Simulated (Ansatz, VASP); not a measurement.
**One calculation of V, two programs**

```
V
1.0
     2.62955    0.00000    0.00000
    -1.31478    2.27726    0.00000
     0.00000    0.00000    9.24970
V
4
Direct
  0.00000 0.00000 0.00000
  0.00000 0.00000 0.50000
  0.33333 0.66667 0.25000
  0.66667 0.33333 0.75000
```

Alike in both runs: functional PBE; k mesh 13 × 13 × 4; occupations fermi-dirac, width 0.05 eV; collinear spin.

Ansatz relaxed the structure, and its values are those at the end. VASP's run is a single point on that final structure, the one shown.

|  | VASP | Ansatz |
| --- | --- | --- |
| version | VASP 6.6.1 | Ansatz 0.2.0 |
| potentials or method | VASP PAW PBE potentials, release 64 (V_sv), cutoff 520 eV | plane waves (420 eV) with PAW, scalar-relativistic |
| valence electrons in the cell | 52 | 52 |

|  | VASP | Ansatz | Ansatz less VASP |
| --- | --- | --- | --- |
| pressure (GPa) | 0.2 | 0.0 | -0.20 |
| net moment per atom (μB) | 0.00 | 0.00 | 0.000 |

Ansatz's warnings: seeded moment not kept.
